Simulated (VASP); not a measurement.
# Mg3ZrN2 (I4/mmm) in VASP: a series of runs, part 2 of 2

VASP 6.6.1. Earlier steps stand in the parts before.

## (5) Relaxation of cell and atoms, PBE

This run uses another cell than the first one, of 17.21 Å³/atom, 1.162 times its volume.

File INCAR:

```
SYSTEM = Mg3ZrN2
PREC = Accurate
ENCUT = 600
EDIFF = 1E-6
ISMEAR = 0
SIGMA = 0.1
LREAL = .False.
LASPH = .True.
NELM = 100
ALGO = Normal
ISIF = 3
LWAVE = .False.
LCHARG = .False.
GGA = PE
IBRION = 2
NSW = 90
EDIFFG = -0.04
```

File KPOINTS:

```
regular mesh
0
Gamma
  4 4 4
  0 0 0
```

File POSCAR:

```
Mg3ZrN2
1.0
   -2.6501508000      2.6501508000      3.6746403900
    2.6501508000     -2.6501508000      3.6746403900
    2.6501508000      2.6501508000     -3.6746403900
Mg Zr N
3 1 2
Direct
    0.7500000000      0.2500000000      0.5000000000
    0.2500000000      0.7500000000      0.5000000000
    0.5000000000      0.5000000000      0.0000000000
    0.0000000000      0.0000000000      0.0000000000
    0.5000000000      0.0000000000      0.5000000000
    0.0000000000      0.5000000000      0.5000000000
```

Command:

```console
$ cat potpaw_PBE.64/Mg/POTCAR potpaw_PBE.64/Zr_sv/POTCAR potpaw_PBE.64/N/POTCAR > POTCAR
$ mpirun -np 1 vasp_std > vasp.out
```

Run time: 3.3 min. Hardware: 1 thread of AMD EPYC 9R45 (Zen 5), shared host; peak memory 0.26 GiB.

The run converged. Its results:

| Item | Value |
| --- | --- |
| Free energy | -33.8725 eV |
| Relaxed volume | 14.73 Å³/atom |
| Relaxed cell | a = 5.472 Å, b = 5.472 Å, c = 5.472 Å, α = 132.13°, β = 132.13°, γ = 70.03° |
| Space group after relaxing (to 0.05 Å) | I4/mmm (No. 139) |
| Energy gained by relaxing | 709.0 meV/atom |
| Ionic steps | 10 |
| Pressure after relaxing | 0.2 GPa |
| Band gap on the k mesh | zero (band 14 reaches 5.67 eV, above the bottom of band 15 at 4.97 eV) |

Stress tensor (GPa, compression positive):
```
 0.29  0.00  0.00
 0.00  0.29  0.00
 0.00  0.00 -0.10
```

Step by step:
```csv
step,energy change (eV),largest force (eV/Å),pressure (GPa),volume (Å³)
1,0.0000,0.0000,-1.27,103.23
2,-3.4021,0.0000,-11.44,99.02
3,-4.0146,0.0000,-8.69,96.03
4,-3.3115,0.0000,12.31,88.28
5,-4.1157,0.0000,-6.67,94.84
6,-4.1387,0.0000,-5.58,94.29
7,-4.1467,0.0000,5.56,86.02
8,-4.2184,0.0000,-0.36,89.91
9,-4.2434,0.0000,-0.18,89.15
10,-4.2539,0.0000,0.16,88.37
```

Final structure:
```cif
data_structure
_symmetry_space_group_name_H-M 'P 1'
_symmetry_Int_Tables_number 1
_cell_length_a 5.4724
_cell_length_b 5.4724
_cell_length_c 5.4724
_cell_angle_alpha 132.129
_cell_angle_beta 132.129
_cell_angle_gamma 70.026
_cell_volume 88.37
loop_
_atom_site_label
_atom_site_type_symbol
_atom_site_fract_x
_atom_site_fract_y
_atom_site_fract_z
_atom_site_occupancy
Mg1 Mg 0.75000 0.25000 0.50000 1
Mg2 Mg 0.25000 0.75000 0.50000 1
Mg3 Mg 0.50000 0.50000 0.00000 1
Zr1 Zr 0.00000 0.00000 0.00000 1
N1 N 0.50000 0.00000 0.50000 1
N2 N 0.00000 0.50000 0.50000 1
```

Levels at points of the mesh, in eV from the Fermi level:
```csv
k point,band 10,band 11,band 12,band 13,band 14,band 15,band 16,band 17,band 18
"(0.00, 0.00, 0.00)",-3.62,-3.20,-1.37,-1.37,-0.61,-0.61,0.70,2.66,2.93
"(0.50, 0.00, 0.00)",-4.11,-3.78,-2.02,-1.65,-0.37,0.35,2.74,3.36,3.73
"(0.50, 0.50, 0.00)",-4.38,-4.09,-1.56,-1.36,-1.29,0.25,2.42,3.34,3.64
"(0.50, 0.50, 0.50)",-2.68,-1.37,-1.37,0.08,0.08,0.67,0.67,0.87,1.21
```

Caveat: the k points lie up to 0.50 Å⁻¹ apart in the final cell.

## (6) Relaxation of cell and atoms, PBE

File INCAR:

```
PREC = Accurate
ENCUT = 600
EDIFF = 1E-7
ISMEAR = 0
SIGMA = 0.1
LREAL = F
LASPH = T
NELM = 80
ALGO = Normal
ISIF = 3
LWAVE = F
LCHARG = F
GGA = PE
IBRION = 2
NSW = 90
EDIFFG = -0.04
```

File KPOINTS:

```
regular mesh
0
Gamma
  6 6 6
```

POSCAR, as its differences from that of step 5:

```diff
@@ -2,5 +2,5 @@
 1.0
-   -2.6501508000      2.6501508000      3.6746403900
-    2.6501508000     -2.6501508000      3.6746403900
-    2.6501508000      2.6501508000     -3.6746403900
+   -2.2216148075      2.2216148075      4.4997677553
+    2.2216148075     -2.2216148075      4.4997677553
+    2.2216148075      2.2216148075     -4.4997677553
 Mg Zr N
```

Potentials or basis: VASP PAW PBE potentials, release 64 (Mg, Zr_sv, N).

Command:

```console
$ cat potpaw_PBE.64/Mg/POTCAR potpaw_PBE.64/Zr_sv/POTCAR potpaw_PBE.64/N/POTCAR > POTCAR
$ mpirun -np 1 vasp_std > vasp.out
```

Wall time 2.1 min (1 thread of AMD EPYC 9R45 (Zen 5), shared host); peak memory 0.34 GiB.

The run converged. Its results:

- Free energy: -33.9083 eV
- Relaxed volume: 14.75 Å³/atom
- Relaxed cell: a = 5.486 Å, b = 5.486 Å, c = 5.486 Å, α = 132.33°, β = 132.33°, γ = 69.70°
- Space group after relaxing (to 0.05 Å): I4/mmm (No. 139)
- Energy gained by relaxing: 0.1 meV/atom
- Ionic steps: 2
- Pressure after relaxing: 0.3 GPa
- Band gap on the k mesh: zero (band 14 reaches 5.83 eV, above the bottom of band 15 at 4.97 eV)

Step by step:
| step | energy change (eV) | largest force (eV/Å) | pressure (GPa) | volume (Å³) |
| --- | --- | --- | --- | --- |
| 1 | 0.0000 | 0.0000 | -0.30 | 88.84 |
| 2 | -0.0004 | 0.0000 | 0.28 | 88.48 |

Final structure:
```
Mg Zr N
1.0
    -2.21660    2.21660    4.50184
     2.21660   -2.21660    4.50184
     2.21660    2.21660   -4.50184
Mg Zr N
3 1 2
Direct
  0.75000 0.25000 0.50000
  0.25000 0.75000 0.50000
  0.50000 0.50000 0.00000
  0.00000 0.00000 0.00000
  0.50000 0.00000 0.50000
  0.00000 0.50000 0.50000
```

Levels at points of the mesh, in eV from the Fermi level:
```
           k point  band 12  band 13  band 14  band 15  band 16  band 17
(0.00, 0.00, 0.00)    -1.38    -1.38    -0.63    -0.63     0.66     2.65
(0.50, 0.00, 0.00)    -2.04    -1.69    -0.41     0.32     2.70     3.34
(0.50, 0.50, 0.00)    -1.58    -1.38    -1.33     0.22     2.41     3.32
(0.50, 0.50, 0.50)    -1.38     0.03     0.04     0.63     0.63     0.83
```

## (7) Summary

| task | cell | k mesh | cutoff (eV) | gap on the mesh (eV) | pressure (GPa) | relaxed volume (Å³/atom) |
| --- | --- | --- | --- | --- | --- | --- |
| single point | a = 5.488 Å, angles 132.2, 132.2, 69.8°, 6 atoms | 4 × 4 × 4 | 520 | none | -0.2 | - |
| single point | a = 5.249 Å, angles 119.3, 119.3, 91.1°, 6 atoms | 4 × 4 × 4 | 520 | none | -1.2 | - |
| single point | a = 5.492 Å, angles 132.3, 132.3, 69.7°, 6 atoms | 6 × 6 × 6 | 520 | none | -0.1 | - |
| relaxation of cell and atoms | relaxed from a = 5.249 Å, angles 119.3, 119.3, 91.1°, 6 atoms | 4 × 4 × 4 | 600 | none | 0.2 | 14.73 |
| relaxation of cell and atoms | relaxed from a = 5.488 Å, angles 132.2, 132.2, 69.8°, 6 atoms | 6 × 6 × 6 | 600 | none | 0.3 | 14.75 |

Alike in all rows: level PBE; potentials or basis VASP PAW PBE potentials, release 64 (Mg, Zr_sv, N); no spin polarisation; smearing gaussian 0.1 eV.

Caveats: some runs use coarse meshes.

Absolute energies hang on the potentials; compare differences alone.
